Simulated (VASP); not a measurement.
Input of a VASP 6.6.1 run:

INCAR

```
SYSTEM = Rb
PREC = Accurate
ENCUT = 520
EDIFF = 1E-6
ISMEAR = 1
SIGMA = 0.2
LREAL = .FALSE.
LASPH = .TRUE.
NELM = 60
ALGO = Normal
ISIF = 2
LWAVE = .FALSE.
LCHARG = .TRUE.
GGA = PE
LELF = .TRUE.
LVHAR = .TRUE.
NBANDS = 10
```

File KPOINTS:

```
Automatic mesh
0
G
  8 8 8
  0 0 0
```

Contents of POSCAR:

```
Rb
1.0
   -2.8359049291      2.8359049291      2.8359049291
    2.8359049291     -2.8359049291      2.8359049291
    2.8359049291      2.8359049291     -2.8359049291
Rb
1
Direct
    0.0000000000      0.0000000000      0.0000000000
```

Potentials or basis: VASP PAW PBE potentials, release 64 (Rb_sv).

Run with:

```sh
$ cat potpaw_PBE.64/Rb_sv/POTCAR > POTCAR
$ mpirun -np 1 vasp_std > vasp.out
```

Q: What does it give for the band gap on the k mesh?

A: Zero (an odd number of electrons rules out a gap without spin polarisation).

Q: Predict the pressure.

A: 0.0 GPa.
